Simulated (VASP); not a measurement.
Write the native input for VASP 6.6.1 that does the following.

```
Task                   : single point
Functional             : PBE
Potentials or basis    : VASP PAW PBE potentials, release 64 (Si, Mo_sv)
Cutoff                 : 520 eV
k mesh                 : 14 × 14 × 3
Occupations            : gaussian, width 0.15 eV
Spin                   : no spin polarisation
Dipole correction      : no
Further INCAR settings : ALGO = Fast; EDIFF = 1e-07; NBANDS = 56
```

The structure of Si2Mo lies in POSCAR:

```
Si2Mo
1.0
   -3.2168473663      0.0000000000      0.0000000000
    0.0000000000     -3.2168473663      0.0000000000
   -0.2679633856      0.2679633856     15.7460400265
Si Mo
8 4
Direct
    0.4756306208      0.5243693792      0.2925495698
    0.9964556208      1.0035443792      0.0425495698
    0.4339806208      0.5660193792      0.7925495698
    0.9548056208      1.0451943792      0.5425495698
    0.4618943792      0.5381056208      0.4574504302
    0.9827193792      1.0172806208      0.2074504302
    0.4202443792      0.5797556208      0.9574504302
    0.9410693792      1.0589306208      0.7074504302
   -0.0312375000      0.0312375000      0.3750000000
    0.4895875000      0.5104125000      0.1250000000
   -0.0728875000      0.0728875000      0.8750000000
    0.4479375000      0.5520625000      0.6250000000
```

These files were run (other wordings do the same):

INCAR

```
SYSTEM = Si2Mo
PREC = Accurate
ENCUT = 520
EDIFF = 1E-7
ISMEAR = 0
SIGMA = 0.15
LREAL = .False.
LASPH = .True.
NELM = 80
ALGO = Fast
ISIF = 2
LWAVE = .False.
LCHARG = .False.
GGA = PE
NBANDS = 56
```

KPOINTS

```
Automatic mesh
0
Gamma
  14 14 3
  0 0 0
```

Potentials or basis: VASP PAW PBE potentials, release 64 (Si, Mo_sv).

The run is started by

```bash
$ cat potpaw_PBE.64/Si/POTCAR potpaw_PBE.64/Mo_sv/POTCAR > POTCAR
$ mpirun -np 1 vasp_std > vasp.out
```

It gave:

```
Pressure               : 0.9 GPa
Largest force          : 1.573 eV/Å
Band gap on the k mesh : zero (bands 44 and 45 overlap by 0.67 eV)
```

Caveat: forces of over 1 eV/Å act on the atoms, so gaps and moduli don't describe the material at rest.

It took 47 min on 1 thread of Oxide Virtual Turin-like Processor (shared host), peak memory 0.96 GiB.
